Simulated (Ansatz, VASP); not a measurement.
**Two plane-wave programs on Cd4InO**

The input INCAR:

```
SYSTEM = Cd4InO
PREC = Accurate ; ENCUT = 600
EDIFF = 1E-6 ; ISMEAR = 0
SIGMA = 0.1 ; LREAL = .False.
LASPH = .True. ; NELM = 80
ALGO = Normal ; ISIF = 3
LWAVE = .False. ; LCHARG = .False.
GGA = PE ; IBRION = 2
NSW = 90 ; EDIFFG = -0.04
```

KPOINTS

```
Automatic mesh
0
Gamma
  6 6 2
  0 0 0
```

The input POSCAR:

```
Cd4InO
1.0
    3.9805395000      0.0000000000      0.0000000000
   -1.9902697500      3.4472483200      0.0000000000
    0.0000000000      0.0000000000      8.0916966800
Cd In O
4 1 1
Direct
    0.3333333300      0.6666666700      0.7595900300
    0.3333333300      0.6666666700      0.2404099700
    0.6666666700      0.3333333300      0.7595900300
    0.6666666700      0.3333333300      0.2404099700
    0.0000000000      0.0000000000      0.5000000000
    0.0000000000      0.0000000000      0.0000000000
```

Input for Ansatz:

```yaml
crystal:
  lattice:
    - [3.9805395, 0.0, 0.0]
    - [-1.99026975, 3.44724832, 0.0]
    - [0.0, 0.0, 8.09169668]
  atoms:
    - { symbol: Cd, position: [0.33333333, 0.66666667, 0.75959003] }
    - { symbol: Cd, position: [0.33333333, 0.66666667, 0.24040997] }
    - { symbol: Cd, position: [0.66666667, 0.33333333, 0.75959003] }
    - { symbol: Cd, position: [0.66666667, 0.33333333, 0.24040997] }
    - { symbol: In, position: [0.0, 0.0, 0.5] }
    - { symbol: O, position: [0.0, 0.0, 0.0] }
basis:
  ecutwfc: 420
kpoints:
  mp_grid: { grid: [6, 6, 2] }
hamiltonian:
  xc: pbe
scf:
  occupations: { method: gaussian, width: 0.1 }
  lower_state_search: "off"
output:
  forces: true
  stress: true
  eigenvalues: true
relax:
  adjacent_minimum: "off"
  f_tol: 0.04
  max_steps: 70
  cell: { stress_tol: 0.4 }
```

Change from the starting cell: species swapped into the TiCrB4 type (P6/mmm, No. 191).

Alike in both runs: task relaxation of cell and atoms; functional PBE; k mesh 6 × 6 × 2; occupations gaussian, width 0.1 eV; no spin polarisation.

```csv
,VASP,Ansatz
version,VASP 6.6.1,Ansatz 0.2.0
potentials or method,"VASP PAW PBE potentials, release 64 (Cd, In_d, O), cutoff 600 eV","scalar-relativistic, plane waves, PAW"
valence electrons in the cell,67,99
```

Ansatz gave:

- gap on the k mesh at the Fermi level, each at its own relaxed structure (eV): none
- relaxed volume (Å³/atom): 22.52
- relaxed length of the cell vector where the two differ most in proportion (Å): 6.733

Task: What did VASP give for the same quantities?

Result: gap on the k mesh at the Fermi level, each at its own relaxed structure (eV): none; relaxed volume (Å³/atom): 22.35; relaxed length of the cell vector where the two differ most in proportion (Å): 6.684.

A gap of «none» marks a metal or a gap that the smearing closes. VASP's potentials hold 67 valence electrons a cell and Ansatz's 99, so a difference there can come from the potentials and not from the codes.

The k mesh is coarse, so the values compare programs but aren't converged. Noted on VASP's run: the volume moved by over 15 % at a fixed basis, so the end points are rough.
